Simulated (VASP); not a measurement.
# In3S2 (P6/mmm) in VASP: further runs, part 2 of 2

VASP 6.6.1.

### Step 5. Relaxation of cell and atoms, PBE

INCAR

```
PREC     = Accurate       # precision mode
ENCUT    = 600            # plane-wave cutoff, eV
EDIFF    = 1E-7           # SCF threshold, eV
ISMEAR   = 0              # smearing method
SIGMA    = 0.1            # smearing width, eV
LREAL    = False          # projectors in reciprocal space
LASPH    = True           # aspherical terms in the spheres
NELM     = 80             # most SCF steps
ALGO     = Normal         # electronic algorithm
ISIF     = 3              # what is computed and relaxed
LWAVE    = False          # write WAVECAR
LCHARG   = False          # write CHGCAR
GGA      = PE             # functional
IBRION   = 2              # ionic algorithm
NSW      = 90             # ionic steps
EDIFFG   = -0.04          # ionic threshold
```

KPOINTS

```
Automatic mesh
0
Gamma
  3 3 2
```

POSCAR

```
In3S2
1.0
    5.9185669800      0.0000000000      0.0000000000
   -2.9592834900      5.1256293600      0.0000000000
    0.0000000000      0.0000000000      8.4153520500
In S
6 4
Direct
    0.3333333300      0.6666666700      0.7533262000
    0.3333333300      0.6666666700      0.2466738000
    0.6666666700      0.3333333300      0.2466738000
    0.6666666700      0.3333333300      0.7533262000
    0.0000000000      0.0000000000      0.6972891900
    0.0000000000      0.0000000000      0.3027108100
    0.0000000000      0.0000000000      0.5000000000
    0.3333333300      0.6666666700      0.0000000000
    0.6666666700      0.3333333300      0.0000000000
    0.0000000000      0.0000000000      0.0000000000
```

Potentials or basis: VASP PAW PBE potentials, release 64 (In_d, S).

The run is started by

```bash
cat potpaw_PBE.64/In_d/POTCAR potpaw_PBE.64/S/POTCAR > POTCAR
mpirun -np 1 vasp_std > vasp.out
```

OUTCAR:

```text
PREC = Accurate
   ENCUT = 600
   EDIFF = 1E-7
   ISMEAR = 0
   LREAL = False
   LASPH = True
   NELM = 80
   ISIF = 3
   GGA = PE
   IBRION = 2
   NSW = 90
   EDIFFG = -0.04

 ion  position               nearest neighbor table
   1  0.333  0.667  0.753-   8 2.08   4 3.42   4 3.42   4 3.42   5 3.45   5 3.45   5 3.45
   2  0.333  0.667  0.247-   8 2.08   3 3.42   3 3.42   3 3.42   6 3.45   6 3.45   6 3.45
   3  0.667  0.333  0.247-   9 2.08   2 3.42   2 3.42   2 3.42   6 3.45   6 3.45   6 3.45
   4  0.667  0.333  0.753-   9 2.08   1 3.42   1 3.42   1 3.42   5 3.45   5 3.45   5 3.45
   5  0.000  0.000  0.697-   7 1.66  10 2.55   6 3.32   4 3.45   1 3.45   4 3.45   1 3.45   4 3.45
                             1 3.45
   6  0.000  0.000  0.303-   7 1.66  10 2.55   5 3.32   3 3.45   2 3.45   3 3.45   2 3.45   3 3.45
                             2 3.45
   7  0.000  0.000  0.500-   5 1.66   6 1.66
   8  0.333  0.667  0.000-   1 2.08   2 2.08
   9  0.667  0.333  0.000-   3 2.08   4 2.08
  10  0.000  0.000  0.000-   5 2.55   6 2.55

 -----------------------------------------------------------------------------
|                                                                             |
|           W    W    AA    RRRRR   N    N  II  N    N   GGGG   !!!           |
|           W    W   A  A   R    R  NN   N  II  NN   N  G    G  !!!           |
|           W    W  A    A  R    R  N N  N  II  N N  N  G       !!!           |
|           W WW W  AAAAAA  RRRRR   N  N N  II  N  N N  G  GGG   !            |
|           WW  WW  A    A  R   R   N   NN  II  N   NN  G    G                |
|           W    W  A    A  R    R  N    N  II  N    N   GGGG   !!!           |
|                                                                             |
|     The distance between some ions is very small. Please check the          |
|     nearest-neighbor list in the OUTCAR file.                               |
|     I HOPE YOU KNOW WHAT YOU ARE DOING!                                     |
|                                                                             |
 -----------------------------------------------------------------------------

  LATTYP: Found a hexagonal cell.
 ALAT       =     5.9185669800
 C/A-ratio  =     1.4218563511

  Lattice vectors:

 A1 = (   5.9185669800,   0.0000000000,   0.0000000000)
 A2 = (  -2.9592834900,   5.1256293600,   0.0000000000)
 A3 = (   0.0000000000,   0.0000000000,   8.4153520500)

Analysis of symmetry for initial positions (statically):
[... 169 lines left out ...]
  ---------------------------------------------------
  free energy    TOTEN  =        -7.43393773 eV

  energy without entropy =       -7.40965509  energy(sigma->0) =       -7.42179641

------------------------ aborting loop because EDIFF is reached ----------------------------------------

  FORCE on cell =-STRESS in cart. coord.  units (eV):
  Direction    XX          YY          ZZ          XY          YZ          ZX
  --------------------------------------------------------------------------------------
  -------------------------------------------------------------------------------------
  Total        5.3607730      5.3607730    180.5771584      0.0000000      0.0000000      0.0000000
  in kB       33.6435598     33.6435598   1133.2803080      0.0000000      0.0000000      0.0000000
  external PRESSURE =     400.1891425 kB  Pullay stress =       0.0000000 kB
[... 113 lines left out ...]
  FREE ENERGIE OF THE ION-ELECTRON SYSTEM (eV)
  ---------------------------------------------------
  free  energy   TOTEN  =       -12.4746981002 eV

  energy  without entropy=      -12.3888246934  energy(sigma->0) =      -12.43176140

 E-fermi :   3.6819     XC(G=0):  -8.7802

 val. band max:        3.6441123150   @ k =   0.3333   0.3333   0.0000
 cond. band min:       3.6821710467   @ k =   0.0000   0.0000   0.5000
 fundamental gap:      0.0380587317
 Fermi energy:         3.6819340356

 k-point     1 :       0.0000    0.0000    0.0000
  band No.  band energies     occupation
      1     -10.9874      2.00000
      2     -10.7071      2.00000
      3     -10.6491      2.00000
      4     -10.6382      2.00000
      5     -10.6382      2.00000
      6     -10.6378      2.00000
[... 373 lines left out ...]
     60       7.1317      0.00000
     61       8.4004      0.00000

[... ionic steps 4 to 26 ...]

--------------------------------------- Ionic step       27  -------------------------------------------

 number of electron     102.0000020 magnetization

------------------------ aborting loop because EDIFF is reached ----------------------------------------
[... 83 lines left out ...]
--------------------------------------- Ionic step       29  -------------------------------------------

 number of electron     102.0000010 magnetization

 Free energy of the ion-electron system (eV)
  ---------------------------------------------------
  ext. energy  EPLUGINS =         0.00000000
  ---------------------------------------------------
  free energy    TOTEN  =       -29.98314473 eV

  energy without entropy =      -29.95204875  energy(sigma->0) =      -29.96759674

 E-fermi :   4.5336     XC(G=0):  -9.1065

 val. band max:        4.4957015447   @ k =   0.3333   0.0000   0.5000
 cond. band min:       4.6578377591   @ k =   0.0000   0.0000   0.5000
 fundamental gap:      0.1621362144
 Fermi energy:         4.5336364145

 k-point     1 :       0.0000    0.0000    0.0000
  band No.  band energies     occupation
      1     -10.2027      2.00000
      2     -10.0746      2.00000
      3      -9.9560      2.00000
      4      -9.9560      2.00000
      5      -9.9556      2.00000
      6      -9.9556      2.00000
[... 410 lines left out ...]
  FREE ENERGIE OF THE ION-ELECTRON SYSTEM (eV)
  ---------------------------------------------------
  free  energy   TOTEN  =       -29.9831447344 eV

  energy  without entropy=      -29.9520487477  energy(sigma->0) =      -29.96759674

 reached required accuracy - stopping structural energy minimisation
```

Run time: 39 min. Hardware: 1 thread of AMD EPYC 9R45 (Zen 5), shared host; peak memory 0.45 GiB.

Results:

- Free energy: -29.9831 eV
- Relaxed volume: 27.69 Å³/atom
- Relaxed cell: a = 5.434 Å, b = 5.434 Å, c = 10.828 Å, α = 90.00°, β = 90.00°, γ = 120.00°
- Space group after relaxing (to 0.05 Å): P6/mmm (No. 191)
- Energy gained by relaxing: 2254.9 meV/atom
- Ionic steps: 29
- Pressure after relaxing: 0.0 GPa
- Largest force after relaxing: 0.026 eV/Å
- Band gap on the k mesh: zero (band 51 reaches 5.13 eV, above the bottom of band 52 at 4.20 eV)

Forces on the atoms (eV/Å):
```
In   0.000  0.000  0.026
In   0.000  0.000 -0.026
In   0.000  0.000 -0.026
In   0.000  0.000  0.026
In   0.000  0.000  0.012
In   0.000  0.000 -0.012
S    0.000  0.000  0.000
S    0.000  0.000  0.000
S    0.000  0.000  0.000
S    0.000  0.000  0.000
```

Stress tensor (GPa, compression positive):
```
 0.02  0.00  0.00
 0.00  0.02  0.00
 0.00  0.00 -0.07
```

The path:
```
step  energy change (eV)  largest force (eV/Å)  pressure (GPa)  volume (Å³)
   1              0.0000               39.5794           40.02       255.29
   2            107.8315              220.3698           50.85       502.72
   3             -5.0408               33.3773           14.98       332.69
   4             -6.9899               30.1105           14.11       323.91
   5            -12.2087               22.2904           13.82       289.36
   6            -13.5762               19.3638           16.64       272.26
   7            -17.2880                0.5358           -5.58       414.42
   8            -21.0078                1.3118           -3.52       331.98
   9            -21.0590                1.5077           -3.16       328.52
  10            -21.0897                1.9746           -2.31       321.82
  11            -21.0913                1.8986           -2.44       322.83
  12            -21.5729                1.7104           -1.64       303.73
  13            -21.9366                0.8573            2.14       267.49
  14            -21.9539                1.0736            1.20       274.19
  15            -22.2919                0.2824            0.38       272.48
  16            -22.4083                0.4023           -0.13       270.15
  17            -22.4166                0.3135           -0.05       270.75
  18            -22.4170                0.3295           -0.06       270.65
  19            -22.4437                0.3002           -0.01       270.06
  20            -22.4768                0.2082            0.24       268.31
  21            -22.4955                0.2226            0.36       268.88
  22            -22.5045                0.2905            0.52       269.58
  23            -22.5187                0.2564            0.18       272.66
  24            -22.5277                0.2127           -0.32       277.59
  25            -22.5367                0.1417           -0.22       277.07
  26            -22.5468                0.0563            0.10       275.67
  27            -22.5478                0.0607           -0.02       276.52
  28            -22.5479                0.0563           -0.01       276.38
  29            -22.5492                0.0265           -0.01       276.92
```

Final structure:
```yaml
crystal:
  lattice:
    - [5.43423, 0.00000, 0.00000]
    - [-2.71712, 4.70618, 0.00000]
    - [0.00000, 0.00000, 10.82787]
  atoms:
    - { symbol: In, position: [0.33333, 0.66667, 0.75539] }
    - { symbol: In, position: [0.33333, 0.66667, 0.24461] }
    - { symbol: In, position: [0.66667, 0.33333, 0.24461] }
    - { symbol: In, position: [0.66667, 0.33333, 0.75539] }
    - { symbol: In, position: [0.00000, 0.00000, 0.73293] }
    - { symbol: In, position: [0.00000, 0.00000, 0.26707] }
    - { symbol: S, position: [0.00000, 0.00000, 0.50000] }
    - { symbol: S, position: [0.33333, 0.66667, 0.00000] }
    - { symbol: S, position: [0.66667, 0.33333, 0.00000] }
    - { symbol: S, position: [0.00000, 0.00000, 0.00000] }
```

Levels at points of the mesh, in eV from the Fermi level:
```tsv
k point	band 45	band 46	band 47	band 48	band 49	band 50	band 51	band 52	band 53	band 54
(0.00, 0.00, 0.00)	-1.19	-1.19	-0.81	-0.65	0.22	0.22	0.23	0.23	0.65	0.71
(0.00, 0.00, 0.50)	-1.27	-1.27	-0.75	0.12	0.18	0.18	0.59	0.65	0.65	0.69
```

Caveat: the k points lie up to 0.45 Å⁻¹ apart in the final cell; spin-orbit coupling is left out, which moves the levels of the heavy elements.

### Step 6. Overview

| task | cell | k mesh | cutoff (eV) | gap on the mesh (eV) | pressure (GPa) | largest force (eV/Å) |
| --- | --- | --- | --- | --- | --- | --- |
| single point | a = 5.919, b = 5.919, c = 8.415 Å, angles 90.0, 90.0, 120.0°, 10 atoms | 3 × 3 × 2 | 520 | none | 40.0 | 39.58 |
| single point | a = 5.431, b = 5.431, c = 10.832 Å, angles 90.0, 90.0, 120.0°, 10 atoms | 3 × 3 × 2 | 520 | none | 0.1 | 0.01 |
| single point | a = 5.456, b = 5.456, c = 10.721 Å, angles 90.0, 90.0, 120.0°, 10 atoms | 6 × 6 × 2 | 520 | none | 0.0 | 0.02 |
| relaxation of cell and atoms | relaxed from a = 5.919, b = 5.919, c = 8.415 Å, angles 90.0, 90.0, 120.0°, 10 atoms | 3 × 3 × 2 | 600 | none | 0.0 | 0.03 |

Alike in all rows: level PBE; potentials or basis VASP PAW PBE potentials, release 64 (In_d, S); no spin polarisation; smearing gaussian 0.1 eV.

Caveats: some runs use coarse meshes; spin-orbit coupling is left out, which moves the levels of the heavy elements; forces of over 1 eV/Å act on the atoms, so gaps and moduli don't describe the material at rest (some runs).

Absolute energies hang on the potentials; compare differences alone.
